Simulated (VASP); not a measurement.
Here is a VASP 6.6.1 calculation.

Contents of INCAR:

```
SYSTEM = GaN
PREC = Accurate ; ENCUT = 520
EDIFF = 1E-8 ; ISMEAR = 0
SIGMA = 0.01 ; LREAL = .False.
LASPH = .True. ; NELM = 100
ALGO = Normal ; ISIF = 2
LWAVE = .False. ; LCHARG = .False.
GGA = PS ; NBANDS = 16
IBRION = 8 ; NSW = 1
```

File KPOINTS:

```
Automatic mesh
0
Gamma
  10 10 10
  0 0 0
```

The input POSCAR:

```
GaN
1.0
    2.2340052182      2.2340052182      0.0000000000
   -2.2340052182      2.2340052182      0.0000000000
    0.0000000000      2.2340052182      2.2340052182
Ga N
1 1
Direct
    0.0000000000      0.0000000000      0.0000000000
    0.2500000000      0.7500000000      0.5000000000
```

Potentials or basis: VASP PAW PBE potentials, release 64 (Ga_d, N).

Launch:

```console
$ cat potpaw_PBE.64/Ga_d/POTCAR potpaw_PBE.64/N/POTCAR > POTCAR
$ mpirun -np 1 vasp_std > vasp.out
```

Problem. What does it give for the highest phonon frequency at Γ, LO-TO splitting left out?

Solution. 550 cm⁻¹.

Phonon frequencies in cm⁻¹ (negative: imaginary):
| q point | frequencies |
| --- | --- |
| (0.000, 0.000, 0.000) | 0 0 0 550 550 550 |

Caveat: the cell stands under pressure or tension, which shifts response properties.
